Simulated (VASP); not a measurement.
# AlGa2N2 (P4/mmm) in VASP: relaxation of cell and atoms with PBE

Aim: the relaxation of cell and atoms of AlGa2N2 with PBE.

All numbers are computed with VASP 6.6.1; they aren't measurements. Logs are shortened: lines on timing, memory, paths and dates and some standing lists are left out, and cuts for length are marked.

## Step 1: The cell of the first run

It takes space group P4/mmm (No. 123, tetragonal). Conventional cell: a = 3.314 Å, b = 3.314 Å, c = 7.532 Å, α = 90.00°, β = 90.00°, γ = 90.00°. Within 3.4 Å of Al (site symmetry 4/mmm) lie 2 Ga at 2.47 Å and 4 Al at 3.31 Å. Within 2.8 Å of Ga (site symmetry 4mm) lie 4 N at 2.11 Å and 1 Al at 2.47 Å and 1 Ga at 2.60 Å. N (site symmetry mmm) has 4 Ga at 2.11 Å and 4 N at 2.34 Å within 2.8 Å.

The cell was generated, and may not be a known phase.

## Step 2: Relaxation of cell and atoms, PBE

The input, INCAR:

```
PREC = Accurate
ENCUT = 600
EDIFF = 1E-6
ISMEAR = 0
SIGMA = 0.1
LREAL = False
LASPH = True
NELM = 60
ALGO = Normal
ISIF = 3
LWAVE = False
LCHARG = False
GGA = PE
IBRION = 2
NSW = 100
EDIFFG = -0.01
```

The input, KPOINTS:

```
regular mesh
0
Gamma
  12 12 6
```

The input, POSCAR:

```
AlGa2N2
1.0
    3.3136559206      0.0000000000      0.0000000000
    0.0000000000      3.3136559206      0.0000000000
    0.0000000000      0.0000000000      7.5318152874
Al Ga N
1 2 2
Direct
    0.5000000000      0.5000000000      0.0000000000
    0.5000000000      0.5000000000      0.6724606249
    0.5000000000      0.5000000000      0.3275393751
    0.0000000000      0.5000000000      0.5000000000
    0.5000000000      0.0000000000      0.5000000000
```

Potentials or basis: VASP PAW PBE potentials, release 64 (Al, Ga_d, N).

Launch:

```sh
$ cat potpaw_PBE.64/Al/POTCAR potpaw_PBE.64/Ga_d/POTCAR potpaw_PBE.64/N/POTCAR > POTCAR
$ mpirun -np 1 vasp_std > vasp.out
```

OUTCAR:

```text
PREC = Accurate
   ENCUT = 600
   EDIFF = 1E-6
   ISMEAR = 0
   LREAL = False
   LASPH = True
   NELM = 60
   ISIF = 3
   GGA = PE
   IBRION = 2
   NSW = 100
   EDIFFG = -0.01

 ion  position               nearest neighbor table
   1  0.500  0.500  0.000-   2 2.47   3 2.47
   2  0.500  0.500  0.672-   4 2.11   5 2.11   5 2.11   4 2.11   1 2.47   3 2.60
   3  0.500  0.500  0.328-   4 2.11   5 2.11   5 2.11   4 2.11   1 2.47   2 2.60
   4  0.000  0.500  0.500-   2 2.11   3 2.11   2 2.11   3 2.11
   5  0.500  0.000  0.500-   2 2.11   3 2.11   2 2.11   3 2.11

  LATTYP: Found a simple tetragonal cell.
 ALAT       =     3.3136559206
 C/A-ratio  =     2.2729623920

  Lattice vectors:

 A1 = (   3.3136559206,   0.0000000000,   0.0000000000)
 A2 = (   0.0000000000,   3.3136559206,   0.0000000000)
 A3 = (   0.0000000000,   0.0000000000,   7.5318152874)

Analysis of symmetry for initial positions (statically):
=====================================================================
 Subroutine PRICEL returns:
 Original cell was already a primitive cell.

 Routine SETGRP: Setting up the symmetry group for a
 simple tetragonal supercell.

 Subroutine GETGRP returns: Found 16 space group operations
 (whereof 16 operations were pure point group operations)
 out of a pool of 16 trial point group operations.

The static configuration has the point symmetry D_4h.

Analysis of symmetry for dynamics (positions and initial velocities):
=====================================================================
 Subroutine PRICEL returns:
 Original cell was already a primitive cell.

 Routine SETGRP: Setting up the symmetry group for a
 simple tetragonal supercell.

 Subroutine GETGRP returns: Found 16 space group operations
 (whereof 16 operations were pure point group operations)
 out of a pool of 16 trial point group operations.

The dynamic configuration has the point symmetry D_4h.

 Subroutine INISYM returns: Found 16 space group operations
 (whereof 16 operations are pure point group operations),
 and found     1 'primitive' translations

----------------------------------------------------------------------------------------

                                     Primitive cell

  volume of cell :      82.7017

  direct lattice vectors                    reciprocal lattice vectors
     3.313655921  0.000000000  0.000000000     0.301781484  0.000000000  0.000000000
[... 101 lines left out ...]
   TEBEG  =    0.0;   TEEND  =   0.0 temperature during run
   PSTRESS=    0.0 pullay stress
   NELECT =      39.0000    total number of electrons
   NUPDOWN=      -1.0000    fix difference up-down
   EMIN   =  10.00;   EMAX   =-10.00  energy-range for DOS
   EFERMI =   0.00;   METHOD = LEGACY
   ISMEAR =     0;   SIGMA  =   0.10  broadening in eV -4-tet -1-fermi 0-gaus
   EFERMI_NEDOS =   21; number of points for ismear=-14 and -15
   IALGO  =     38    algorithm
   IMIX   =      4    mixing-type and parameters
     AMIX     =   0.40;   BMIX     =  1.00
     AMIX_MAG =   1.60;   BMIX_MAG =  1.00
  volume/ion in A,a.u.               =      16.54       111.62
  Fermi-wavevector in a.u.,A,eV,Ry     =   1.274260  2.408003 22.092320  1.623740
  Thomas-Fermi vector in A             =   2.407038
   LORBIT       =      0    0 simple, 1 ext, 2 COOP (PROOUT), +10 PAW based schemes
   GGA     = PE    functional components
   LHFCALC =     F    Hartree Fock is set to
   AEXX    =    0.0000 exact exchange contribution
   IVDW    =     0    specifies the selected vdW correction
   LEPSILON=     F    determine dielectric tensor
   LRPA    =     F    only Hartree local field effects (RPA)
 conjugate gradient relaxation of ions
 non-spin polarized calculation
 Gauss-broadening in eV      SIGMA  =   0.10
  energy-cutoff  :      600.00
  volume of cell :       82.70
 maximum number of plane-waves:      2790
 NGX is ok and might be reduce to    28
   NGX = 13   NGY = 13   NGZ = 31

--------------------------------------- Ionic step        1  -------------------------------------------

 number of electron      39.0000006 magnetization

 Free energy of the ion-electron system (eV)
  ---------------------------------------------------
  ext. energy  EPLUGINS =         0.00000000
  ---------------------------------------------------
  free energy    TOTEN  =       -21.39998346 eV

  energy without entropy =      -21.38764319  energy(sigma->0) =      -21.39381333

------------------------ aborting loop because EDIFF is reached ----------------------------------------

  FORCE on cell =-STRESS in cart. coord.  units (eV):
  Direction    XX          YY          ZZ          XY          YZ          ZX
  --------------------------------------------------------------------------------------
  -------------------------------------------------------------------------------------
  Total        0.2454790      0.2454790      0.0803057      0.0000000     -0.0000000      0.0000000
  in kB        4.7556557      4.7556557      1.5557588      0.0000000     -0.0000000      0.0000000
  external PRESSURE =       3.6890234 kB  Pullay stress =       0.0000000 kB
[... 221 lines left out ...]
--------------------------------------- Ionic step        7  -------------------------------------------

 number of electron      39.0000011 magnetization

 Free energy of the ion-electron system (eV)
  ---------------------------------------------------
  ext. energy  EPLUGINS =         0.00000000
  ---------------------------------------------------
  free energy    TOTEN  =       -21.40071658 eV

  energy without entropy =      -21.38862698  energy(sigma->0) =      -21.39467178

 E-fermi :   4.1349     XC(G=0):  -9.8715

 val. band max:        4.1301311656   @ k =   0.5000   0.2500   0.1667
 cond. band min:       4.1489801174   @ k =   0.4167   0.4167   0.1667
 fundamental gap:      0.0188489518
 Fermi energy:         4.1349010485

 k-point     1 :       0.0000    0.0000    0.0000
  band No.  band energies     occupation
      1     -13.1171      2.00000
      2     -11.0308      2.00000
      3     -10.7502      2.00000
      4     -10.7502      2.00000
      5     -10.7466      2.00000
      6     -10.6925      2.00000
[... 613 lines left out ...]
     22       6.2396      0.00000
     23       7.2779      0.00000

 [... further k-points ...]

------------------------ aborting loop because EDIFF is reached ----------------------------------------

  FORCE on cell =-STRESS in cart. coord.  units (eV):
  Direction    XX          YY          ZZ          XY          YZ          ZX
  --------------------------------------------------------------------------------------
  -------------------------------------------------------------------------------------
  Total       -0.0238393     -0.0238393     -0.0384487      0.0000000      0.0000000      0.0000000
  in kB       -0.4589770     -0.4589770     -0.7402498      0.0000000      0.0000000      0.0000000
  external PRESSURE =      -0.5527346 kB  Pullay stress =       0.0000000 kB
[... 20 lines left out ...]
  FREE ENERGIE OF THE ION-ELECTRON SYSTEM (eV)
  ---------------------------------------------------
  free  energy   TOTEN  =       -21.4007165766 eV

  energy  without entropy=      -21.3886269798  energy(sigma->0) =      -21.39467178

 reached required accuracy - stopping structural energy minimisation
```

It took 7.8 min on 1 thread of Intel Xeon 6975P-C (Granite Rapids), shared host; peak memory 0.39 GiB.

Results:

```yaml
Free_energy: -21.4007 eV
Relaxed_volume: 16.64 Å³/atom
Relaxed_cell: a = 3.324 Å, b = 3.324 Å, c = 7.531 Å, α = 90.00°, β = 90.00°, γ = 90.00°
Space_group_after_relaxing_to_0.1_Å: P4/mmm (No. 123)
Energy_gained_by_relaxing: 0.1 meV/atom
Ionic_steps: 7
Pressure_after_relaxing: -0.1 GPa
Largest_force_after_relaxing: 0.007 eV/Å
Band_gap_on_the_k_mesh: zero (an odd number of electrons rules out a gap without spin polarisation)
```

Forces on the atoms (eV/Å):
```
Al   0.000  0.000  0.000
Ga   0.000  0.000 -0.007
Ga   0.000  0.000  0.007
N    0.000  0.000  0.000
N    0.000  0.000  0.000
```

Step by step:
```tsv
step	energy change (eV)	largest force (eV/Å)	pressure (GPa)	volume (Å³)
1	0.0000	0.0146	0.37	82.70
2	-0.0005	0.0530	-0.07	83.16
3	-0.0005	0.0440	0.01	83.10
4	-0.0005	0.0484	-0.07	83.12
5	-0.0005	0.0442	0.01	83.11
6	-0.0007	0.0176	-0.06	83.19
7	-0.0007	0.0066	-0.06	83.22
```

Final structure:
```cif
data_structure
_symmetry_space_group_name_H-M 'P 1'
_symmetry_Int_Tables_number 1
_cell_length_a 3.3242
_cell_length_b 3.3242
_cell_length_c 7.5306
_cell_angle_alpha 90.000
_cell_angle_beta 90.000
_cell_angle_gamma 90.000
_cell_volume 83.22
loop_
_atom_site_label
_atom_site_type_symbol
_atom_site_fract_x
_atom_site_fract_y
_atom_site_fract_z
_atom_site_occupancy
Al1 Al 0.50000 0.50000 0.00000 1
Ga1 Ga 0.50000 0.50000 0.67219 1
Ga2 Ga 0.50000 0.50000 0.32781 1
N1 N 0.00000 0.50000 0.50000 1
N2 N 0.50000 0.00000 0.50000 1
```

Levels at points of the mesh, in eV from the Fermi level:
| k point | band 17 | band 18 | band 19 | band 20 | band 21 | band 22 |
| --- | --- | --- | --- | --- | --- | --- |
| (0.00, 0.00, 0.00) | -2.17 | -0.82 | -0.74 | 1.22 | 1.22 | 4.58 |
| (0.50, 0.00, 0.00) | -3.13 | -2.13 | -1.15 | -1.15 | -0.97 | 1.97 |
| (0.50, 0.50, 0.00) | -3.26 | -2.99 | -0.22 | -0.22 | 1.47 | 2.62 |
| (0.00, 0.00, 0.50) | -4.56 | -0.82 | 1.22 | 1.22 | 2.03 | 3.32 |
| (0.50, 0.00, 0.50) | -3.13 | -2.63 | -1.38 | -1.32 | -1.15 | 1.32 |
| (0.50, 0.50, 0.50) | -3.95 | -1.51 | 0.28 | 0.28 | 1.47 | 1.64 |
